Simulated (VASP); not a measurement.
# Al16P16H (a cell with a defect) in VASP: single point with PBEsol

Aim: the single point of Al16P16H (a cell with a defect) with PBEsol.

Everything below comes from runs of VASP 6.6.1. Logs are shortened: lines on timing, memory, paths and dates and some standing lists are left out, and cuts for length are marked.

### 1 The cell of the first run

The cell holds a defect, 33 atoms: a = 9.476 Å, b = 9.476 Å, c = 9.476 Å, α = 109.47°, β = 109.47°, γ = 109.47°.

### 2 Single point, PBEsol

Input file INCAR:

```
PREC     = Accurate       # precision mode
ENCUT    = 520            # plane-wave cutoff, eV
EDIFF    = 1E-6           # SCF threshold, eV
ISMEAR   = 0              # smearing method
SIGMA    = 0.02           # smearing width, eV
LREAL    = Auto         
LASPH    = T              # aspherical terms in the spheres
NELM     = 80             # most SCF steps
ALGO     = Normal         # electronic algorithm
ISIF     = 2              # what is computed and relaxed
LWAVE    = F              # write WAVECAR
LCHARG   = F              # write CHGCAR
GGA      = PS             # functional
NELECT   = 130.0        
NBANDS   = 86             # bands
```

Input file KPOINTS:

```
Automatic mesh
0
Gamma
  2 2 2
  0.5 0.5 0.5
```

Input file POSCAR:

```
Al16P16H
1.0
   -5.4711284545      5.4711284545     -5.4711284545
    5.4711284545     -5.4711284545     -5.4711284545
   -5.4711284545     -5.4711284545      5.4711284545
Al P H
16 16 1
Direct
    0.4971894779      0.2487382651      0.2460926500
    0.2460137815      0.2487333301      0.4972952148
   -0.0032966691      0.2418425213      0.7680472200
    0.7498211812      0.0005973174      0.2644686580
    0.7679901020      0.2417387950     -0.0032204508
    0.5004481293      0.0024577197      0.5005657467
    0.2643267311      0.0006387165      0.7499683172
   -0.0009916601      0.7496114438      0.2442198188
    0.9884714908      1.0232192584      0.9885707391
    0.7540327438      0.7474626184      0.4997780664
    0.4996690395      0.7474813531      0.7541753103
    0.2557169899      0.5052778459      0.2558365265
    0.2440837409      0.7495982838     -0.0008873855
   -0.0010653195      0.4968974906      0.4988543995
    0.7527035847      0.5072247934      0.7528174552
    0.4987707788      0.4968714448     -0.0009710063
    0.4957061459     -0.0010666904      0.2497718727
    0.2496625717     -0.0010599276      0.4958536475
    0.0106083234     -0.0102870003      0.7388300300
    0.7490356942      0.7464855804      0.2495817840
    0.7387725464     -0.0103494189      0.0107671572
    0.5086114360      0.7566662955      0.5087374612
    0.2494722088      0.7465123574      0.7491446297
    0.0034288173      0.5023020430      0.2514917190
   -0.0011605467      0.7642724960     -0.0010161523
    0.7481302137      0.4965246242      0.4980695523
    0.4979909579      0.4965517667      0.7482534973
    0.2488097312      0.2513835147      0.2489204030
    0.2514269243      0.5023419799      0.0035741256
    0.0015300317      0.2516524720      0.5122255899
    0.7450856864      0.2545123938      0.7451960841
    0.5121886688      0.2516667286      0.0016343977
    0.9351403541      1.1764132488      0.9352929734
```

Potentials or basis: VASP PAW PBE potentials, release 64 (Al, P, H).

Run with:

```
> cat potpaw_PBE.64/Al/POTCAR potpaw_PBE.64/P/POTCAR potpaw_PBE.64/H/POTCAR > POTCAR
> mpirun -np 1 vasp_std > vasp.out
```

OUTCAR:

```text
PREC = Accurate
   ENCUT = 520
   EDIFF = 1E-6
   ISMEAR = 0
   LREAL = Auto
   LASPH = T
   NELM = 80
   ISIF = 2
   GGA = PS
   NELECT = 130.0

 ion  position               nearest neighbor table
   1  0.497  0.249  0.246-  28 2.37  26 2.37  17 2.37  32 2.38
   2  0.246  0.249  0.497-  28 2.37  27 2.37  18 2.37  30 2.38
   3  0.997  0.242  0.768-  33 2.07  19 2.37  31 2.37  29 2.38  30 2.47
   4  0.750  0.001  0.264-  21 2.34  17 2.36  20 2.36  30 2.37
   5  0.768  0.242  0.997-  33 2.06  21 2.37  31 2.37  24 2.38  32 2.47
   6  0.500  0.002  0.501-  31 2.34  17 2.35  18 2.35  22 2.38
   7  0.264  0.001  0.750-  19 2.34  18 2.36  23 2.36  32 2.37
   8  0.999  0.750  0.244-  25 2.37  18 2.37  20 2.38  24 2.38
   9  0.988  0.023  0.989-  33 1.85  21 2.37  19 2.37  28 2.38  25 2.52
  10  0.754  0.747  0.500-  19 2.34  20 2.35  26 2.35  22 2.38
  11  0.500  0.747  0.754-  21 2.34  23 2.35  27 2.35  22 2.38
  12  0.256  0.505  0.256-  28 2.36  24 2.37  29 2.37  22 2.39
  13  0.244  0.750  0.999-  25 2.37  17 2.37  23 2.38  29 2.38
  14  0.999  0.497  0.499-  23 2.37  26 2.37  24 2.38  30 2.38
  15  0.753  0.507  0.753-  31 2.35  27 2.37  26 2.37  25 2.37
[... 15 lines left out ...]
  31  0.745  0.255  0.745-   6 2.34  15 2.35   5 2.37   3 2.37
  32  0.512  0.252  0.002-   7 2.37   1 2.38  16 2.38   5 2.47
  33  0.935  0.176  0.935-   9 1.85   5 2.06   3 2.07

  LATTYP: Found a body centered cubic cell.
 ALAT       =    10.9422569090

  Lattice vectors:

 A1 = (  -5.4711284545,   5.4711284545,  -5.4711284545)
 A2 = (   5.4711284545,  -5.4711284545,  -5.4711284545)
 A3 = (  -5.4711284545,  -5.4711284545,   5.4711284545)

Analysis of symmetry for initial positions (statically):
=====================================================================
 Subroutine PRICEL returns:
 Original cell was already a primitive cell.

 Routine SETGRP: Setting up the symmetry group for a
 body centered cubic supercell.

 Subroutine GETGRP returns: Found  1 space group operations
 (whereof  1 operations were pure point group operations)
 out of a pool of 48 trial point group operations.

The static configuration has the point symmetry C_1 .

Analysis of symmetry for dynamics (positions and initial velocities):
=====================================================================
 Subroutine PRICEL returns:
 Original cell was already a primitive cell.

 Routine SETGRP: Setting up the symmetry group for a
 body centered cubic supercell.

 Subroutine GETGRP returns: Found  1 space group operations
 (whereof  1 operations were pure point group operations)
 out of a pool of 48 trial point group operations.

The dynamic configuration has the point symmetry C_1 .

 Subroutine INISYM returns: Found  1 space group operations
 (whereof  1 operations are pure point group operations),
 and found     1 'primitive' translations

----------------------------------------------------------------------------------------

                                     Primitive cell

  volume of cell :     655.0745

  direct lattice vectors                    reciprocal lattice vectors
    -5.471128454  5.471128454 -5.471128454    -0.091388825  0.000000000 -0.091388825
     5.471128454 -5.471128454 -5.471128454     0.000000000 -0.091388825 -0.091388825
    -5.471128454 -5.471128454  5.471128454    -0.091388825 -0.091388825  0.000000000

  length of vectors
     9.476272458  9.476272458  9.476272458     0.129243316  0.129243316  0.129243316

  position of ions in fractional coordinates (direct lattice)
     0.497189478  0.248738265  0.246092650
     0.246013781  0.248733330  0.497295215
     0.996703331  0.241842521  0.768047220
     0.749821181  0.000597317  0.264468658
     0.767990102  0.241738795  0.996779549
     0.500448129  0.002457720  0.500565747
[... 25 lines left out ...]
     0.512188669  0.251666729  0.001634398
     0.935140354  0.176413249  0.935292973

  ion indices of the primitive-cell ions
   primitive index   ion index
                 1           1
                 2           2
                 3           3
                 4           4
                 5           5
                 6           6
[... 25 lines left out ...]
                32          32
                33          33

----------------------------------------------------------------------------------------

 KPOINTS: Automatic mesh

Automatic generation of k-mesh.
 Grid dimensions read from file:
 generate k-points for:    2    2    2

 Generating k-lattice:

  Cartesian coordinates                     Fractional coordinates (reciprocal lattice)
    -0.045694412  0.000000000 -0.045694412     0.500000000  0.000000000  0.000000000
     0.000000000 -0.045694412 -0.045694412     0.000000000  0.500000000  0.000000000
    -0.045694412 -0.045694412  0.000000000     0.000000000  0.000000000  0.500000000

  Length of vectors
     0.064621658  0.064621658  0.064621658

  Shift w.r.t. Gamma in fractional coordinates (k-lattice)
     0.500000000  0.500000000  0.500000000

 Subroutine IBZKPT returns following result:
 ===========================================

 Found      4 irreducible k-points:

 Following reciprocal coordinates:
            Coordinates               Weight
  0.250000  0.250000  0.250000      2.000000
 -0.250000  0.250000  0.250000      2.000000
  0.250000 -0.250000  0.250000      2.000000
  0.250000  0.250000 -0.250000      2.000000
   k-points           NKPTS =      4   k-points in BZ     NKDIM =      4   number of bands    NBANDS=     86
   number of dos      NEDOS =    301   number of ions     NIONS =     33
   total plane-waves  NPLWV = 343000
   dimension x,y,z NGX =    70 NGY =   70 NGZ =   70
   dimension x,y,z NGXF=   140 NGYF=  140 NGZF=  140
   ions per type =              16  16   1
   NGX,Y,Z   is equivalent  to a cutoff of  12.28, 12.28, 12.28 a.u.
   NGXF,Y,Z  is equivalent  to a cutoff of  24.56, 24.56, 24.56 a.u.
 SYSTEM =  unknown system
   PREC   = accura    normal or accurate (medium, high low for compatibility)
   ISTART =      0    job   : 0-new  1-cont  2-samecut
   ICHARG =      2    charge: 1-file 2-atom 10-const
   ISPIN  =      1    spin polarized calculation?
   LNONCOLLINEAR =      F non collinear calculations
   LSORBIT =      F    spin-orbit coupling
   LASPH  =      T    aspherical Exc in radial PAW
   ENCUT  =  520.0 eV  38.22 Ry    6.18 a.u.  17.62 17.62 17.62*2*pi/ulx,y,z
   NELM   =     80;   NELMIN=  2; NELMDL= -5     # of ELM steps
   EDIFF  = 0.1E-05   stopping-criterion for ELM
   LREAL  =      T    real-space projection
   EDIFFG = 0.1E-04   stopping-criterion for IOM
   NSW    =      0    number of steps for IOM
   IBRION =     -1    ionic relax: 0-MD 1-quasi-New 2-CG
   NFREE  =      0    steps in history (QN), initial steepest desc. (CG)
   ISIF   =      2    stress and relaxation
   ISYM   =      2    0-nonsym 1-usesym 2-fastsym
   POTIM  = 0.5000    time-step for ionic-motion
   TEBEG  =    0.0;   TEEND  =   0.0 temperature during run
   PSTRESS=    0.0 pullay stress
   NELECT =     130.0000    total number of electrons
   NUPDOWN=      -1.0000    fix difference up-down
   EMIN   =  10.00;   EMAX   =-10.00  energy-range for DOS
   EFERMI =   0.00;   METHOD = LEGACY
   ISMEAR =     0;   SIGMA  =   0.02  broadening in eV -4-tet -1-fermi 0-gaus
   EFERMI_NEDOS =   21; number of points for ismear=-14 and -15
   IALGO  =     38    algorithm
   IMIX   =      4    mixing-type and parameters
     AMIX     =   0.40;   BMIX     =  1.00
     AMIX_MAG =   1.60;   BMIX_MAG =  1.00
  volume/ion in A,a.u.               =      19.85       133.96
  Fermi-wavevector in a.u.,A,eV,Ry     =   0.954903  1.804504 12.406320  0.911839
  Thomas-Fermi vector in A             =   2.083691
   LORBIT       =      0    0 simple, 1 ext, 2 COOP (PROOUT), +10 PAW based schemes
   GGA     = PS    functional components
   LHFCALC =     F    Hartree Fock is set to
   AEXX    =    0.0000 exact exchange contribution
   IVDW    =     0    specifies the selected vdW correction
   LEPSILON=     F    determine dielectric tensor
   LRPA    =     F    only Hartree local field effects (RPA)
 non-spin polarized calculation
 Gauss-broadening in eV      SIGMA  =   0.02
  energy-cutoff  :      520.00
  volume of cell :      655.07
 maximum number of plane-waves:     17628
 NGX is ok and might be reduce to    70
   NGX = 35   NGY = 35   NGZ = 35

 number of electron     129.9999999 magnetization

 Free energy of the ion-electron system (eV)
  ---------------------------------------------------
  ext. energy  EPLUGINS =         0.00000000
  ---------------------------------------------------
  free energy    TOTEN  =      -172.53690121 eV

  energy without entropy =     -172.53690121  energy(sigma->0) =     -172.53690121

 E-fermi :   4.7860     XC(G=0):  -9.4027

 val. band max:        4.6947773285   @ k =   0.2500   0.2500  -0.2500
 cond. band min:       6.4676637189   @ k =   0.2500   0.2500  -0.2500
 fundamental gap:      1.7728863904
 Fermi energy:         4.7860375808

 k-point     1 :       0.2500    0.2500    0.2500
  band No.  band energies     occupation
      1      -6.4229      2.00000
      2      -6.3678      2.00000
      3      -6.3649      2.00000
      4      -6.3527      2.00000
      5      -5.1330      2.00000
      6      -5.1268      2.00000
[... 69 lines left out ...]
     76       7.2666      0.00000
     77       7.5998      0.00000

 k-point     2 :      -0.2500    0.2500    0.2500
  band No.  band energies     occupation
      1      -6.8093      2.00000
      2      -6.0098      2.00000
      3      -6.0069      2.00000
      4      -5.9450      2.00000
      5      -5.8806      2.00000
      6      -5.4489      2.00000
[... 69 lines left out ...]
     76       8.1326      0.00000
     77       8.1743      0.00000

 k-point     3 :       0.2500   -0.2500    0.2500
  band No.  band energies     occupation
      1      -6.8094      2.00000
      2      -6.0090      2.00000
      3      -6.0068      2.00000
      4      -5.9310      2.00000
      5      -5.8965      2.00000
      6      -5.4478      2.00000
[... 69 lines left out ...]
     76       8.1339      0.00000
     77       8.1625      0.00000

 k-point     4 :       0.2500    0.2500   -0.2500
  band No.  band energies     occupation
      1      -6.8093      2.00000
      2      -6.0098      2.00000
      3      -6.0068      2.00000
      4      -5.9451      2.00000
      5      -5.8805      2.00000
      6      -5.4489      2.00000
[... 69 lines left out ...]
     76       8.1326      0.00000
     77       8.1744      0.00000
 [bands above 77 left out]

------------------------ aborting loop because EDIFF is reached ----------------------------------------

  FORCE on cell =-STRESS in cart. coord.  units (eV):
  Direction    XX          YY          ZZ          XY          YZ          ZX
  --------------------------------------------------------------------------------------
  -------------------------------------------------------------------------------------
  Total        8.8773004      9.0879354      9.0892875      0.0200019     -0.6269184      0.0171389
  in kB       21.7120471     22.2272170     22.2305239      0.0489206     -1.5333132      0.0419181
  external PRESSURE =      22.0565960 kB  Pullay stress =       0.0000000 kB

 VOLUME and BASIS-vectors are now :
 -----------------------------------------------------------------------------
  energy-cutoff  :      520.00
  volume of cell :      655.07
      direct lattice vectors                 reciprocal lattice vectors
    -5.471128454  5.471128454 -5.471128454    -0.091388825  0.000000000 -0.091388825
     5.471128454 -5.471128454 -5.471128454     0.000000000 -0.091388825 -0.091388825
    -5.471128454 -5.471128454  5.471128454    -0.091388825 -0.091388825  0.000000000

 POSITION                                       TOTAL-FORCE (eV/Angst)
 -----------------------------------------------------------------------------------
     -2.70571      0.01290     -2.73466        -0.011098      0.035370     -0.000901
     -2.70589     -2.73564      0.01394        -0.011326     -0.001863      0.034911
     -8.33203     -0.07214     -2.57416        -0.021606     -0.060892      0.071607
     -5.54604      2.65216     -2.65869         0.021181      0.048575     -0.039315
     -8.33270     -2.57432     -0.07085        -0.021650      0.071876     -0.061907
     -5.46323     -0.01409     -0.01280         0.037958      0.020786      0.021641
[... 25 lines left out ...]
     -1.43429      1.41641     -4.17021        -0.012945      0.037814     -0.000447
     -9.26820     -0.96601     -0.96434        -0.294671     -0.476422     -0.476457
 -----------------------------------------------------------------------------------
    total drift:                               -0.000818      0.000428      0.000381

  FREE ENERGIE OF THE ION-ELECTRON SYSTEM (eV)
  ---------------------------------------------------
  free  energy   TOTEN  =      -172.5369012111 eV

  energy  without entropy=     -172.5369012111  energy(sigma->0) =     -172.53690121
```

Wall time 13 min (1 thread of Intel Xeon 8259CL, shared host); peak memory 0.74 GiB.

What came out:

```
Free energy   : -172.5369 eV
Largest force : 0.735 eV/Å
```

Forces in eV/Å, atoms in the order of the input:
```
Al  -0.011  0.035 -0.001
Al  -0.011 -0.002  0.035
Al  -0.022 -0.061  0.072
Al   0.021  0.049 -0.039
Al  -0.022  0.072 -0.062
Al   0.038  0.021  0.022
Al   0.020 -0.039  0.047
Al   0.003  0.019  0.023
Al  -0.052 -0.047 -0.046
Al   0.043  0.039  0.039
Al   0.041  0.040  0.039
Al   0.018  0.025  0.026
Al   0.005  0.022  0.018
Al  -0.005  0.027  0.028
Al   0.022 -0.013 -0.014
Al  -0.004  0.027  0.026
P    0.002  0.050 -0.003
P    0.002 -0.003  0.050
P    0.052 -0.014  0.084
P    0.029  0.024  0.002
P    0.055  0.083 -0.013
P    0.031  0.020  0.021
P    0.029  0.000  0.026
P    0.003  0.009  0.020
P   -0.008  0.002 -0.003
P    0.007  0.017  0.010
P    0.008  0.010  0.020
P   -0.061 -0.008 -0.009
P    0.003  0.022  0.010
P   -0.013 -0.004  0.037
P    0.085  0.014  0.013
P   -0.013  0.038  0.000
H   -0.295 -0.476 -0.476
```

Levels at points of the mesh, in eV from the Fermi level:
```tsv
k point	band 63	band 64	band 65	band 66	band 67	band 68
(0.25, 0.25, 0.25)	-0.63	-0.60	-0.34	2.27	2.27	2.29
```

Caveat: the cell carries a net charge on a neutralising background, which shifts energy and pressure; the cell is charged against a uniform background, so pressure and absolute levels hang on convention; the PAW data sets were made with another functional, which shifts forces and pressure a little.
